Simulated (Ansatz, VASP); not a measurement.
**One calculation of Cs, two programs**

```
CELL_PARAMETERS angstrom
-0.41681 3.75132 3.75132
3.75132 -0.41681 3.75132
3.75132 3.75132 -0.41681
ATOMIC_POSITIONS crystal
Cs 0.00000 0.00000 0.00000
```

Alike in both runs: task single point; functional PBEsol; k mesh 12 × 12 × 12; occupations gaussian, width 0.15 eV; no spin polarisation.

|  | VASP | Ansatz |
| --- | --- | --- |
| version | VASP 6.6.1 | Ansatz 0.2.0 |
| potentials or method | VASP PAW PBE potentials, release 64 (Cs_sv), cutoff 520 eV | scalar-relativistic, plane waves, PAW |
| valence electrons in the cell | 9 | 9 |

```tsv
	VASP	Ansatz	Ansatz less VASP
gap on the k mesh at the Fermi level (eV)	none	none	-
pressure (GPa)	-0.2	-0.2	+0.01
traceless stress, the component that is largest in VASP (GPa)	0.10	0.10	0.000
```

VASP's potentials were made for PBE, not for PBEsol. A gap of «none» marks a metal or a gap that the smearing closes.

Spin-orbit coupling is off throughout.
